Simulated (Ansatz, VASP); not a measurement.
Two plane-wave programs on CdTe

The input POSCAR:

```
CdTe
1.0
    0.0000000000      3.0665640000      3.0665640000
    3.0665640000      0.0000000000      3.0665640000
    3.0665640000      3.0665640000      0.0000000000
Cd Te
1 1
Direct
    0.0000000000      0.0000000000      0.0000000000
    0.5000000000      0.5000000000      0.5000000000
```

Contents of INCAR.step1:

```
SYSTEM = CdTe
PREC = Accurate
ENCUT = 520
ISMEAR = -1
SIGMA = 0.03
LREAL = .False.
LASPH = .True.
NELM = 100
NBANDS = 16
GGA = PE
ALGO = Normal
EDIFF = 1E-4
LWAVE = .True.
LCHARG = .False.
```

Contents of INCAR.step2:

```
SYSTEM = CdTe
PREC = Accurate
ENCUT = 520
EDIFF = 1E-8
ISMEAR = -1
SIGMA = 0.03
LREAL = .False.
LASPH = .True.
NELM = 100
ALGO = Normal
ISIF = 2
LWAVE = .False.
LCHARG = .False.
METAGGA = R2SCAN
LMIXTAU = .True.
LEFG = .True.
NBANDS = 16
ISTART = 1
```

Contents of KPOINTS:

```
regular mesh
0
Gamma
  10 10 10
  0 0 0
```

Input for Ansatz:

```yaml
crystal:
  lattice:
    - [0.0, 3.066564, 3.066564]
    - [3.066564, 0.0, 3.066564]
    - [3.066564, 3.066564, 0.0]
  atoms:
    - { symbol: Cd, position: [0.0, 0.0, 0.0] }
    - { symbol: Te, position: [0.5, 0.5, 0.5] }
kpoints:
  mp_grid: { grid: [10, 10, 10] }
  band_path:
    path:
      - [0.0, 0.0, 0.0]
      - [0.5, 0.0, 0.5]
      - [0.625, 0.25, 0.625]
      - [0.375, 0.375, 0.75]
      - [0.0, 0.0, 0.0]
      - [0.5, 0.5, 0.5]
      - [0.5, 0.25, 0.75]
      - [0.5, 0.0, 0.5]
    npoints: 8
scf:
  occupations: { method: fermi_dirac, width: 0.03 }
hamiltonian:
  xc: r2scan
  pseudopotentials: { kind: paw }
output:
  forces: true
  stress: true
  eigenvalues: true
  efg: { contact_densities: true }
  populations: true
  bader: true
  dos: { projected: true, de: 0.2, e_range: [-14, 8] }
```

Alike in both runs: task electric field gradients; functional r2SCAN; k mesh 10 × 10 × 10; occupations fermi-dirac, width 0.03 eV; no spin polarisation.

|  | VASP | Ansatz |
| --- | --- | --- |
| version | VASP 6.6.1 | Ansatz 0.2.0 |
| potentials or method | VASP PAW PBE potentials, release 64 (Cd, Te) | PAW with Ansatz's default frozen-core files, scalar-relativistic |
| plane-wave cutoff (eV) | 520 | 500 |
| valence electrons in the cell | 18 | 36 |

Ansatz gave:

```
pressure (GPa) : -1.3
```

Task: Estimate VASP's values.

Result: Pressure (GPa): -1.1.

VASP's potentials were made for PBE, not for r2SCAN. VASP's potentials hold 18 valence electrons a cell and Ansatz's 36, so a difference there can come from the potentials and not from the codes.

Spin-orbit coupling is off throughout.
